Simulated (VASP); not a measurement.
Here is a VASP 6.6.1 calculation.

File INCAR:

```
PREC = Accurate ; ENCUT = 520
EDIFF = 1E-6 ; ISMEAR = -1
SIGMA = 0.01 ; LREAL = Auto
LASPH = T ; NELM = 100
ALGO = Normal ; ISIF = 2
LWAVE = F ; LCHARG = T
GGA = PE ; LELF = T
LVHAR = T ; NELECT = 350.0
NBANDS = 202
```

KPOINTS

```
Automatic mesh
0
Gamma
  3 3 3
```

Contents of POSCAR:

```
TiIn15O24
1.0
   -5.5162086345     -3.1847845401      4.8636867567
    5.5162086345     -3.1847845401      4.8636867567
    0.0000000000      6.3695690801      4.8636867567
Ti In O
1 15 24
Direct
    0.6438989852      0.6438989852      0.6438989852
    0.1421321788      0.1430885245      0.6415161857
    0.1430885245      0.6415161857      0.1421321788
    0.6415161857      0.1421321788      0.1430885245
    0.8595555809      0.8595555809      0.8595555809
    0.3589416207      0.3596459679      0.8545960401
    0.3596459679      0.8545960401      0.3589416207
    0.8545960401      0.3589416207      0.3596459679
    0.3580825633      0.3580825633      0.3580825633
    0.8577683039      0.8580148524      0.3592357902
    0.8580148524      0.3592357902      0.8577683039
    0.3592357902      0.8577683039      0.8580148524
    0.1429584329      0.1429584329      0.1429584329
    0.6396320621      0.6443112548      0.1364387555
    0.6443112548      0.1364387555      0.6396320621
    0.1364387555      0.6396320621      0.6443112548
    0.6018979017      0.2481733712      0.3988156193
    0.1032808543      0.7487284783      0.4009956283
    0.1019234748      0.2500891013      0.8971880982
    0.6048929017      0.7471504512      0.8873777767
    0.2481733712      0.3988156193      0.6018979017
    0.7471504512      0.8873777767      0.6048929017
    0.7487284783      0.4009956283      0.1032808543
    0.2500891013      0.8971880982      0.1019234748
    0.3988156193      0.6018979017      0.2481733712
    0.8971880982      0.1019234748      0.2500891013
    0.8873777767      0.6048929017      0.7471504512
    0.4009956283      0.1032808543      0.7487284783
    0.4267928224      0.7367589305      0.6007006189
    0.8947373566      0.2480696150      0.6035295519
    0.8953156928      0.7466225032      0.1058143292
    0.3987397064      0.2530509807      0.0995371364
    0.6007006189      0.4267928224      0.7367589305
    0.1058143292      0.8953156928      0.7466225032
    0.0995371364      0.3987397064      0.2530509807
    0.6035295519      0.8947373566      0.2480696150
    0.7367589305      0.6007006189      0.4267928224
    0.2530509807      0.0995371364      0.3987397064
    0.2480696150      0.6035295519      0.8947373566
    0.7466225032      0.1058143292      0.8953156928
```

Potentials or basis: VASP PAW PBE potentials, release 64 (Ti_sv, In_d, O).

Command:

```bash
$ cat potpaw_PBE.64/Ti_sv/POTCAR potpaw_PBE.64/In_d/POTCAR potpaw_PBE.64/O/POTCAR > POTCAR
$ mpirun -np 1 vasp_std > vasp.out
```

**Question.** Estimate the largest force.

**Answer.** 0.086 eV/Å.

Forces on the atoms (eV/Å):
```
Ti   0.000  0.000  0.086
In  -0.003  0.012 -0.002
In   0.012 -0.003 -0.002
In  -0.008 -0.009 -0.002
In   0.000  0.000 -0.026
In  -0.008  0.013 -0.016
In   0.015  0.001 -0.016
In  -0.007 -0.013 -0.016
In   0.000  0.000 -0.013
In   0.000 -0.023 -0.007
In  -0.020  0.011 -0.007
In   0.020  0.012 -0.007
In   0.000  0.000 -0.006
In  -0.002  0.008  0.017
In   0.008 -0.002  0.017
In  -0.006 -0.006  0.017
O   -0.008 -0.008 -0.005
O   -0.011 -0.004  0.003
O   -0.012 -0.014  0.001
O   -0.009 -0.013 -0.007
O   -0.003  0.010 -0.005
O   -0.007  0.014 -0.007
O    0.002  0.011  0.003
O   -0.006  0.017  0.001
O    0.010 -0.003 -0.005
O    0.018 -0.004  0.001
O    0.016 -0.001 -0.007
O    0.009 -0.008  0.003
O    0.049  0.018 -0.018
O    0.004  0.014  0.015
O    0.000  0.011  0.007
O    0.008  0.011 -0.002
O   -0.040  0.033 -0.018
O   -0.009 -0.005  0.007
O   -0.013  0.001 -0.002
O   -0.014 -0.003  0.015
O   -0.009 -0.051 -0.018
O    0.006 -0.012 -0.002
O    0.010 -0.011  0.015
O    0.009 -0.005  0.007
```

Caveat: the cell carries a net charge on a neutralising background, which shifts energy and pressure.
